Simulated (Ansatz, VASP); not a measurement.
This is a calculation of TaN for Ansatz 0.2.0.

File input.yaml:

```yaml
crystal:
  lattice:
    - [0.0, 2.211323, 2.211323]
    - [2.211323, 0.0, 2.211323]
    - [2.211323, 2.211323, 0.0]
  atoms:
    - { symbol: Ta, position: [0.5, 0.5, 0.5] }
    - { symbol: "N", position: [0.0, 0.0, 0.0] }
kpoints:
  mp_grid: { grid: [10, 10, 10] }
scf:
  occupations: { method: gaussian, width: 0.026 }
hamiltonian:
  xc: pbe
  pseudopotentials: { kind: all_electron, lapw: { basis_error: 0.001 } }
output:
  forces: true
  stress: true
  eigenvalues: true
```

Potentials or basis: all-electron LAPW, scalar-relativistic.

The run is started by

```sh
$ ansatz run input.yaml --threads 1 --pin off --max-ram 3072MiB --backend cpu --events-out ev --progress --plain --runs-dir out
```

Question: Set up the same calculation for VASP 6.6.1. Potentials there: VASP PAW PBE potentials, release 64 (Ta_pv, N).

Answer: As run (the cutoff follows the program's own potentials):

The input INCAR:

```
SYSTEM = TaN
PREC = Accurate ; ENCUT = 520
EDIFF = 1E-6 ; ISMEAR = 0
SIGMA = 0.026000000000000002 ; LREAL = .False.
LASPH = .True. ; NELM = 100
ALGO = Normal ; ISIF = 2
LWAVE = .False. ; LCHARG = .True.
GGA = PE ; LELF = .True.
LVHAR = .True. ; NBANDS = 15
```

The input KPOINTS:

```
Automatic mesh
0
Gamma
  10 10 10
  0 0 0
```

The input POSCAR:

```
TaN
1.0
    0.0000000000      2.2113230000      2.2113230000
    2.2113230000      0.0000000000      2.2113230000
    2.2113230000      2.2113230000      0.0000000000
Ta N
1 1
Direct
    0.5000000000      0.5000000000      0.5000000000
    0.0000000000      0.0000000000      0.0000000000
```

Potentials or basis: VASP PAW PBE potentials, release 64 (Ta_pv, N).

Launch:

```sh
$ cat potpaw_PBE.64/Ta_pv/POTCAR potpaw_PBE.64/N/POTCAR > POTCAR
$ mpirun -np 1 vasp_std > vasp.out
```

Both were run:

|  | VASP | Ansatz | Ansatz less VASP |
| --- | --- | --- | --- |
| gap on the k mesh at the Fermi level (eV) | none | none | - |
| pressure (GPa) | -0.6 | -1.2 | -0.62 |

A gap of «none» marks a metal or a gap that the smearing closes. Ansatz ran all-electron here, and VASP with PAW potentials.

Neither program's run includes spin-orbit coupling.
